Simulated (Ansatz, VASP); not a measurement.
## One calculation of Se, two programs

```
Se
1.0
     5.34919    3.08836    1.52540
    -5.34919    3.08836    1.52540
     0.00000   -6.17672    1.52540
Se
6
Direct
  0.83299 0.69779 0.09124
  0.69779 0.09124 0.83299
  0.09124 0.83299 0.69779
  0.16701 0.30221 0.90876
  0.30221 0.90876 0.16701
  0.90876 0.16701 0.30221
```

Alike in both runs: functional PBEsol; k mesh 9 × 9 × 9; occupations gaussian, width 0.02 eV; no spin polarisation.

Ansatz relaxed the structure, and its values are those at the end. VASP's run is a single point on that final structure, the one shown.

|  | VASP | Ansatz |
| --- | --- | --- |
| version | VASP 6.6.1 | Ansatz 0.2.0 |
| potentials or method | VASP PAW PBE potentials, release 64 (Se), cutoff 520 eV | scalar-relativistic, plane waves, PAW |
| valence electrons in the cell | 36 | 96 |

Ansatz gave:

| Quantity | Value |
| --- | --- |
| gap on the k mesh at the Fermi level (eV) | 0.95 |
| least direct gap on the mesh (eV) | 1.02 |
| pressure (GPa) | 0.0 |
| rms of the force components (eV/Å) | 0.001 |

Estimate VASP's values.

gap on the k mesh at the Fermi level (eV): 0.95; least direct gap on the mesh (eV): 1.02; pressure (GPa): 0.2; rms of the force components (eV/Å): 0.020.

VASP's potentials were made for PBE, not for PBEsol. VASP's potentials hold 36 valence electrons a cell and Ansatz's 96, so a difference there can come from the potentials and not from the codes.
